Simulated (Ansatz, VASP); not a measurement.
## Two plane-wave programs on Al2Ru

Contents of INCAR:

```
ALGO = Normal ; EDIFF = 1E-6
ENCUT = 520 ; GGA = CA
ISIF = 2 ; ISMEAR = 0
LASPH = T ; LCHARG = F
LREAL = F ; LWAVE = F
NBANDS = 29 ; NELM = 80
PREC = Accurate ; SIGMA = 0.03
```

Contents of KPOINTS:

```
k-points
0
Gamma
  10 10 10
```

POSCAR

```
Al2Ru
1.0
    0.0000000000      3.9313321037      4.3220099048
    2.3163090077      0.0000000000      4.3220099048
    2.3163090077      3.9313321037      0.0000000000
Al Ru
4 2
Direct
    0.0788992938      0.4211007062      0.0788992938
    0.4211007062      0.0788992938      0.4211007062
    0.1711007062      0.8288992938      0.1711007062
    0.8288992938      0.1711007062      0.8288992938
    0.7500000000      0.7500000000      0.7500000000
    0.5000000000      0.5000000000      0.5000000000
```

Input for Ansatz:

```yaml
crystal:
  lattice:
    - [0.0, 3.9313321037, 4.3220099048]
    - [2.3163090077, 0.0, 4.3220099048]
    - [2.3163090077, 3.9313321037, 0.0]
  atoms:
    - { symbol: Al, position: [0.0788992938, 0.4211007062, 0.0788992938] }
    - { symbol: Al, position: [0.4211007062, 0.0788992938, 0.4211007062] }
    - { symbol: Al, position: [0.1711007062, 0.8288992938, 0.1711007062] }
    - { symbol: Al, position: [0.8288992938, 0.1711007062, 0.8288992938] }
    - { symbol: Ru, position: [0.75, 0.75, 0.75] }
    - { symbol: Ru, position: [0.5, 0.5, 0.5] }
basis:
  ecutwfc: 420
kpoints:
  mp_grid: { grid: [10, 10, 10] }
hamiltonian:
  xc: lda
  pseudopotentials: { kind: paw, azcp: { folder: soft_1 } }
scf:
  occupations: { method: gaussian, width: 0.03 }
output:
  forces: true
  stress: true
  eigenvalues: true
```

Change from the starting cell: volume 13.119 Å^3 an atom, stretch along a over the lengths across it, relative to the relaxed cell 1.0000.

Alike in both runs: task single point; functional LDA; k mesh 10 × 10 × 10; occupations gaussian, width 0.03 eV; no spin polarisation.

```csv
,VASP,Ansatz
version,VASP 6.6.1,Ansatz 0.2.0
potentials or method,"VASP PAW LDA potentials, release 64 (Al, Ru_pv), cutoff 520 eV","scalar-relativistic, plane waves, PAW"
valence electrons in the cell,40,44
```

```tsv
	VASP	Ansatz	Ansatz less VASP
gap on the k mesh at the Fermi level (eV)	0.08	0.09	+0.003
least direct gap on the mesh (eV)	1.29	1.29	-0.002
pressure (GPa)	4.5	4.0	-0.52
traceless stress, the component that is largest in VASP (GPa)	-0.40	-0.34	+0.060
rms of the force components (eV/Å)	0.017	0.013	-0.0033
```

Ansatz warns that its potentials were made for another functional, while VASP's fit it. LDA's correlation is that of Perdew and Zunger in VASP and of Perdew and Wang (1992) in Ansatz. Atom by atom the forces differ by 0.003 eV/Å (rms over components). VASP's potentials hold 40 valence electrons a cell and Ansatz's 44, so a difference there can come from the potentials and not from the codes.
